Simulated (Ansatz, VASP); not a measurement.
**One calculation of LiBiSe2, two programs**

The input INCAR:

```
ALGO = Normal
EDIFF = 1E-6
ENCUT = 520
GGA = PE
ISIF = 2
ISMEAR = 0
LASPH = True
LCHARG = False
LREAL = False
LWAVE = False
NBANDS = 23
NELM = 100
PREC = Accurate
SIGMA = 0.01
```

File KPOINTS:

```
k-points
0
Gamma
  8 8 8
```

The input POSCAR:

```
LiBiSe2
1.0
    2.0599089268      1.1892889734      6.6134011414
   -2.0599089268      1.1892889734      6.6134011414
    0.0000000000     -2.3785779468      6.6134011414
Li Bi Se
1 1 2
Direct
    1.0000000000      0.0000000000      0.0000000000
    0.5000000000      0.5000000000      0.5000000000
    0.2543314314      0.2543314314      0.2543314314
    0.7456685686      0.7456685686      0.7456685686
```

Input for Ansatz:

```yaml
crystal:
  lattice:
    - [2.0599089268, 1.1892889734, 6.6134011414]
    - [-2.0599089268, 1.1892889734, 6.6134011414]
    - [0.0, -2.3785779468, 6.6134011414]
  atoms:
    - { symbol: Li, position: [1.0, 0.0, 0.0] }
    - { symbol: Bi, position: [0.5, 0.5, 0.5] }
    - { symbol: Se, position: [0.2543314314, 0.2543314314, 0.2543314314] }
    - { symbol: Se, position: [0.7456685686, 0.7456685686, 0.7456685686] }
kpoints:
  mp_grid: { grid: [8, 8, 8] }
  band_path:
    path:
      - [0.0, 0.0, 0.0]
      - [0.5, 0.5, 0.5]
      - [0.8117740761, 0.1882259239, 0.5]
      - [0.5, -0.1882259239, 0.1882259239]
      - [0.5, 0.0, 0.0]
      - [0.3441129619, -0.3441129619, 0.0]
      - [0.6558870381, 0.0, 0.3441129619]
      - [0.5, 0.0, 0.5]
      - [0.473958, -0.489583, -0.473958]
    npoints: 1
hamiltonian:
  xc: pbe
scf:
  occupations: { method: fixed }
  n_extra_bands: 5
output:
  forces: true
  stress: true
  eigenvalues: true
```

Alike in both runs: task single point; functional PBE; k mesh 8 × 8 × 8; no spin polarisation.

|  | VASP | Ansatz |
| --- | --- | --- |
| version | VASP 6.6.1 | Ansatz 0.2.0 |
| potentials or method | VASP PAW PBE potentials, release 64 (Li_sv, Bi_d, Se) | plane waves, PAW |
| plane-wave cutoff (eV) | 520 | 420 |
| occupations | gaussian, width 0.01 eV | fixed |
| valence electrons in the cell | 30 | 50 |

```tsv
	VASP	Ansatz	Ansatz less VASP
gap on the k mesh at the Fermi level (eV)	1.05	1.04	-0.004
rms of the force components (eV/Å)	0.062	0.060	-0.0020
```

Atom by atom the forces differ by 0.002 eV/Å (rms over components). VASP's potentials hold 30 valence electrons a cell and Ansatz's 50, so a difference there can come from the potentials and not from the codes.

Neither program's run includes spin-orbit coupling. Noted on VASP's run: the cutoff is short for stress, so the pressure is rough.
